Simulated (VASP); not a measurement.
A run of VASP 6.6.1 is set up as follows.

Contents of INCAR:

```
SYSTEM = GaP
PREC     = Accurate       ! precision mode
ENCUT    = 520            ! plane-wave cutoff, eV
EDIFF    = 1E-6           ! SCF threshold, eV
ISMEAR   = 0              ! smearing method
SIGMA    = 0.01           ! smearing width, eV
LREAL    = .FALSE.        ! projectors in reciprocal space
LASPH    = .TRUE.         ! aspherical terms in the spheres
NELM     = 60             ! most SCF steps
ALGO     = Normal         ! electronic algorithm
ISIF     = 2              ! what is computed and relaxed
LWAVE    = .FALSE.        ! write WAVECAR
LCHARG   = .FALSE.        ! write CHGCAR
GGA      = CA             ! functional
NBANDS   = 16             ! bands
```

Contents of KPOINTS:

```
Automatic mesh
0
G
  8 8 8
  0 0 0
```

The input POSCAR:

```
GaP
1.0
    0.0000000000      2.7253992957      2.7253992957
    2.7253992957      0.0000000000      2.7253992957
    2.7253992957      2.7253992957      0.0000000000
Ga P
1 1
Direct
    0.0000000000      0.0000000000      0.0000000000
    0.2500000000      0.2500000000      0.2500000000
```

Potentials or basis: VASP PAW LDA potentials, release 64 (Ga_d, P).

The run is started by

```console
$ cat potpaw_LDA.64/Ga_d/POTCAR potpaw_LDA.64/P/POTCAR > POTCAR
$ mpirun -np 1 vasp_std > vasp.out
```

What does it give for the pressure?

-2.7 GPa.

What does it give for the band gap on the k mesh?

1.49 eV, indirect (least direct gap 1.64 eV).

A k mesh can miss the band edges. A hybrid or GW would open this gap; LDA tends to underestimate it.
